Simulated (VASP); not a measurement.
Pd6F: single point with PBE

The system is Pd6F.

```
CELL_PARAMETERS angstrom
4.55946 0.00000 0.00000
0.00000 4.55946 0.00000
0.00000 0.00000 4.55946
ATOMIC_POSITIONS crystal
Pd 0.20700 0.50000 0.50000
Pd 0.50000 0.20700 0.50000
Pd 0.79300 0.50000 0.50000
Pd 0.50000 0.79300 0.50000
Pd 0.50000 0.50000 0.20700
Pd 0.50000 0.50000 0.79300
F 0.00000 0.00000 0.00000
```

```json
{
 "Program": "VASP 6.6.1",
 "Task": "single point",
 "Functional": "PBE",
 "Potentials or basis": "VASP PAW PBE potentials, release 64 (Pd, F)",
 "Cutoff": "520 eV",
 "k mesh": "4 × 4 × 4",
 "Occupations": "gaussian, width 0.1 eV",
 "Spin": "no spin polarisation"
}
```

- Pressure: 319.6 GPa
- Largest force: 38.424 eV/Å

Forces in eV/Å, atoms in the order of the input:
```
Pd  -38.424   0.000   0.000
Pd    0.000 -38.424   0.000
Pd   38.424   0.000   0.000
Pd    0.000  38.424   0.000
Pd    0.000   0.000 -38.424
Pd    0.000   0.000  38.424
F     0.000   0.000   0.000
```

Levels at points of the mesh, in eV from the Fermi level:
| k point | band 30 | band 31 | band 32 | band 33 | band 34 | band 35 | band 36 | band 37 | band 38 | band 39 |
| --- | --- | --- | --- | --- | --- | --- | --- | --- | --- | --- |
| (0.00, 0.00, 0.00) | -2.22 | -2.22 | -0.59 | 2.30 | 2.30 | 2.30 | 3.17 | 3.17 | 3.28 | 3.28 |
| (0.50, 0.00, 0.00) | -2.21 | -1.99 | -1.17 | -1.17 | -1.07 | -0.10 | 2.30 | 4.21 | 5.55 | 5.55 |
| (0.50, 0.50, 0.00) | -2.11 | -1.10 | -1.10 | -0.02 | -0.02 | 0.01 | 0.37 | 0.91 | 1.55 | 6.15 |
| (0.50, 0.50, 0.50) | -0.60 | -0.60 | -0.60 | -0.32 | -0.32 | -0.32 | 0.89 | 0.91 | 0.91 | 2.65 |

Wall time 48 s on 1 thread of Intel Xeon 6975P-C, with other jobs on the host, peak memory 0.21 GiB.

Caveat: an odd number of electrons without spin polarisation forces a metal; a magnetic or distorted state may lie lower.
